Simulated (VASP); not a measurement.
Set up this calculation in VASP 6.6.1, as the native input.

```yaml
Task: relaxation of cell and atoms
Functional: PBE
Potentials_or_basis: VASP PAW PBE potentials, release 64 (Co, O)
Cutoff: 600 eV
k_mesh: 8 × 8 × 8
Occupations: gaussian, width 0.1 eV
Spin: collinear spin, ferromagnetic start
Starting_moments: "[2.73, 0.35] μB"
Dipole_correction: no
Further_INCAR_settings: ALGO = Normal; EDIFF = 1e-06; IBRION = 2; EDIFFG = -0.01; NSW = 80; ISIF = 3
```

The structure of CoO lies in POSCAR:

```
CoO
1.0
   -1.5080001529      1.5080001529      2.1072499549
    1.5080001529     -1.5080001529      2.1072499549
    1.5080001529      1.5080001529     -2.1072499549
Co O
1 1
Direct
    0.0000000000      0.0000000000      0.0000000000
    0.5000000000      0.5000000000      0.0000000000
```

One way to write it, as run:

INCAR

```
SYSTEM = CoO
PREC = Accurate
ENCUT = 600
EDIFF = 1E-6
ISMEAR = 0
SIGMA = 0.1
LREAL = .FALSE.
LASPH = .TRUE.
NELM = 150
ALGO = Normal
ISIF = 3
LWAVE = .FALSE.
LCHARG = .FALSE.
ISPIN = 2
MAGMOM = 2.73 0.35
LORBIT = 11
LMAXMIX = 4
GGA = PE
IBRION = 2
NSW = 80
EDIFFG = -0.01
```

KPOINTS

```
regular mesh
0
G
  8 8 8
  0 0 0
```

Potentials or basis: VASP PAW PBE potentials, release 64 (Co, O).

The run is started by

```bash
$ cat potpaw_PBE.64/Co/POTCAR potpaw_PBE.64/O/POTCAR > POTCAR
$ mpirun -np 1 vasp_std > vasp.out
```

It gave:

```
Relaxed volume                                        : 9.52 Å³/atom
Relaxed cell                                          : a = 2.992 Å, b = 2.992 Å, c = 2.992 Å, α = 119.61°, β = 119.61°, γ = 90.67°
Space group after relaxing (to 0.1 Å)                 : Fm-3m (No. 225)
Energy gained by relaxing                             : 0.2 meV/atom
Ionic steps                                           : 4
Pressure after relaxing                               : 0.0 GPa
Net moment                                            : 2.85 μB per cell
Site moments                                          : Co +2.52; O +0.28 μB
Valence electrons inside the program's atomic spheres : Co 7.82; O 4.98
```

Caveat: a cell with one magnetic atom can't hold antiferromagnetic order, which such compounds often take.

It took 110 s on 1 thread of Intel Xeon 8259CL, with other jobs on the host, peak memory 0.17 GiB.
